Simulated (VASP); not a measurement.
# TiSi3: single point with r2SCAN

The system is TiSi3.

```
Si Ti
1.0
    -3.81262    3.84379    0.00272
    -3.81262    0.00272    3.84379
     0.00000    3.84651    3.84651
Si Ti
6 2
Direct
  0.00000 0.00000 0.00000
  0.00000 0.50000 0.00000
  0.00000 0.00000 0.50000
  0.50000 0.50000 0.00000
  0.00000 0.50000 0.50000
  0.50000 0.50000 0.50000
  0.50000 0.00000 0.00000
  0.50000 0.00000 0.50000
```

| Quantity | Value |
| --- | --- |
| Program | VASP 6.6.1 |
| Task | single point |
| Functional | r2SCAN |
| Potentials or basis | VASP PAW PBE potentials, release 64 (Si, Ti_sv) |
| Cutoff | 520 eV |
| k mesh | 8 × 8 × 8 |
| Occupations | gaussian, width 0.1 eV |
| Spin | no spin polarisation |

```
Pressure               : 0.2 GPa
Band gap on the k mesh : zero (bands 24 and 25 overlap by 1.35 eV)
```

Levels at points of the mesh, in eV from the Fermi level:
| k point | band 20 | band 21 | band 22 | band 23 | band 24 | band 25 | band 26 | band 27 | band 28 | band 29 |
| --- | --- | --- | --- | --- | --- | --- | --- | --- | --- | --- |
| (0.00, 0.00, 0.00) | -3.61 | -3.20 | -2.06 | -0.65 | 0.14 | 0.54 | 0.60 | 2.32 | 2.35 | 2.37 |
| (0.50, 0.00, 0.00) | -1.86 | -1.61 | -1.54 | -1.08 | -0.77 | 0.00 | 0.34 | 1.95 | 1.97 | 2.34 |
| (0.50, 0.50, 0.00) | -1.93 | -1.68 | -1.53 | -1.53 | -1.04 | -0.86 | 1.20 | 1.21 | 1.47 | 1.89 |
| (0.00, 0.00, 0.50) | -3.15 | -1.14 | -1.14 | 0.13 | 0.13 | 0.20 | 0.20 | 0.85 | 0.85 | 2.26 |
| (0.50, 0.00, 0.50) | -2.50 | -1.58 | -1.58 | -1.20 | -1.20 | 0.20 | 0.20 | 0.23 | 0.23 | 2.15 |

Run time: 12 min on 1 thread of Intel(R) Xeon(R) 6975P-C (Granite Rapids) (shared host), peak memory 0.45 GiB.

Caveat: the PAW data sets were made with another functional, which shifts forces and pressure a little.
